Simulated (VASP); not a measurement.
Input of a VASP 6.6.1 run:

INCAR

```
SYSTEM = KMgF3
ALGO     = Normal         ! electronic algorithm
EDIFF    = 1E-6           ! SCF threshold, eV
ENCUT    = 520            ! plane-wave cutoff, eV
GGA      = PE             ! functional
ISIF     = 2              ! what is computed and relaxed
ISMEAR   = 0              ! smearing method
LASPH    = .TRUE.         ! aspherical terms in the spheres
LCHARG   = .FALSE.        ! write CHGCAR
LREAL    = .FALSE.        ! projectors in reciprocal space
LWAVE    = .FALSE.        ! write WAVECAR
NBANDS   = 24             ! bands
NELM     = 80             ! most SCF steps
PREC     = Accurate       ! precision mode
SIGMA    = 0.05           ! smearing width, eV
```

The input KPOINTS:

```
k-points
0
G
  6 6 6
  0 0 0
```

Contents of POSCAR:

```
KMgF3
1.0
    3.8264640000      0.0000000000      0.0000000000
    0.0000000000      3.8264640000      0.0000000000
    0.0000000000      0.0000000000      4.1453360000
K Mg F
1 1 3
Direct
    0.5000000000      0.5000000000      0.5000000000
    0.0000000000      0.0000000000      0.0000000000
    0.5000000000      0.0000000000      0.0000000000
    0.0000000000      0.5000000000      0.0000000000
    0.0000000000      0.0000000000      0.5000000000
```

Potentials or basis: VASP PAW PBE potentials, release 64 (K_sv, Mg, F).

The run is started by

```sh
$ cat potpaw_PBE.64/K_sv/POTCAR potpaw_PBE.64/Mg/POTCAR potpaw_PBE.64/F/POTCAR > POTCAR
$ mpirun -np 1 vasp_std > vasp.out
```

**Question.** Estimate the pressure.

**Answer.** 8.1 GPa.

**Question.** Predict the band gap on the k mesh.

**Answer.** 7.56 eV (least direct gap 7.92 eV).

Stress tensor (GPa, compression positive):
```
11.17  0.00  0.00
 0.00 11.17  0.00
 0.00  0.00  1.88
```

Caveat: the cell differs from its parent crystal (strain -0.040 along x and y, +0.040 along z); the cell stands under pressure. A k mesh can miss the band edges.
